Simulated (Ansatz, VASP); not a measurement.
**Two plane-wave programs on Y**

```
Y
1.0
     0.00000    2.38560    2.28620
     2.38560    0.00000    2.28620
     2.38560    2.38560    0.00000
Y
1
Direct
  0.00000 0.00000 0.00000
```

Change from the starting cell: strain -0.040 along x and y, -0.080 along z, atoms carried along.

Alike in both runs: task single point; functional PBEsol; k mesh 16 × 16 × 16; occupations gaussian, width 0.15 eV; no spin polarisation.

```csv
,VASP,Ansatz
version,VASP 6.6.1,Ansatz 0.2.0
potentials or method,"VASP PAW PBE potentials, release 64 (Y_sv), cutoff 520 eV","scalar-relativistic, plane waves, PAW"
valence electrons in the cell,11,11
```

Ansatz gave:

```
gap on the k mesh at the Fermi level (eV)                     : none
pressure (GPa)                                                : 9.3
traceless stress, the component that is largest in VASP (GPa) : 0.92
```

Q: What did VASP give for the same quantities?

A: gap on the k mesh at the Fermi level (eV): none; pressure (GPa): 9.1; traceless stress, the component that is largest in VASP (GPa): 0.93.

VASP's potentials were made for PBE, not for PBEsol. A gap of «none» marks a metal or a gap that the smearing closes.
